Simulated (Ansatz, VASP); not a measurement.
# Fe: VASP beside Ansatz

```xyz
1
Lattice="2.3291 0.0000 0.0000 0.0000 2.3291 0.0000 0.0000 0.0000 2.3291" Properties=species:S:1:pos:R:3 pbc="T T T"
Fe    0.0000    0.0000    0.0000
```

Alike in both runs: functional PBEsol; k mesh 13 × 13 × 13; occupations fermi-dirac, width 0.05 eV; collinear spin.

Ansatz relaxed the structure, and its values are those at the end. VASP's run is a single point on that final structure, the one shown.

|  | VASP | Ansatz |
| --- | --- | --- |
| version | VASP 6.6.1 | Ansatz 0.2.0 |
| potentials or method | VASP PAW PBE potentials, release 64 (Fe), cutoff 520 eV | plane waves (420 eV) with PAW, scalar-relativistic |
| valence electrons in the cell | 8 | 16 |

Ansatz gave:

```
pressure (GPa)                                                : 0.0
net moment per atom (μB)                                      : 2.35
size of the moment on the site where the two differ most (μB) : 2.30
```

Problem. What did VASP give for the same quantities?

Solution. Pressure (GPa): -0.3; net moment per atom (μB): 2.36; size of the moment on the site where the two differ most (μB): 2.33.

VASP's potentials were made for PBE, not for PBEsol, and Ansatz warns of the same on its side. Site moments also hang on the region over which each program counts them. VASP's potentials hold 8 valence electrons a cell and Ansatz's 16, so a difference there can come from the potentials and not from the codes.
